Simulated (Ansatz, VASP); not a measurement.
Two plane-wave programs on SrAg3

File INCAR:

```
SYSTEM = SrAg3
ALGO = Normal ; EDIFF = 1E-7
ENCUT = 520 ; GGA = PE
ISIF = 2 ; ISMEAR = 0
LASPH = .True. ; LCHARG = .False.
LREAL = .False. ; LWAVE = .False.
NBANDS = 30 ; NELM = 100
PREC = Accurate ; SIGMA = 0.05
```

File KPOINTS:

```
k-points
0
Gamma
  8 8 8
  0 0 0
```

The input POSCAR:

```
SrAg3
1.0
    4.4854836529      0.0000000000      0.0000000000
    0.0000000000      4.4854836529      0.0000000000
    0.0000000000      0.0000000000      4.4854836529
Sr Ag
1 3
Direct
    0.0000000000      0.0000000000      0.0000000000
    0.0000000000      0.5000000000      0.5000000000
    0.5000000000      0.5000000000      0.0000000000
    0.5000000000      0.0000000000      0.5000000000
```

Input for Ansatz:

```yaml
crystal:
  lattice:
    - [4.4854836529, 0.0, 0.0]
    - [0.0, 4.4854836529, 0.0]
    - [0.0, 0.0, 4.4854836529]
  atoms:
    - { symbol: Sr, position: [0.0, 0.0, 0.0] }
    - { symbol: Ag, position: [0.0, 0.5, 0.5] }
    - { symbol: Ag, position: [0.5, 0.5, 0.0] }
    - { symbol: Ag, position: [0.5, 0.0, 0.5] }
basis:
  ecutwfc: 420
  ecutrho_ratio: 4
kpoints:
  mp_grid: { grid: [8, 8, 8] }
hamiltonian:
  xc: pbe
scf:
  occupations: { method: gaussian, width: 0.05 }
output:
  forces: true
  stress: true
  eigenvalues: true
```

Alike in both runs: task single point; functional PBE; k mesh 8 × 8 × 8; occupations gaussian, width 0.05 eV; no spin polarisation.

```csv
,VASP,Ansatz
version,VASP 6.6.1,Ansatz 0.2.0
potentials or method,"VASP PAW PBE potentials, release 64 (Sr_sv, Ag), cutoff 520 eV","scalar-relativistic, plane waves, PAW"
valence electrons in the cell,43,67
```

```csv
,VASP,Ansatz,Ansatz less VASP
gap on the k mesh at the Fermi level (eV),none,none,-
pressure (GPa),2.8,2.7,-0.14
```

A gap of «none» marks a metal or a gap that the smearing closes. VASP's potentials hold 43 valence electrons a cell and Ansatz's 67, so a difference there can come from the potentials and not from the codes.
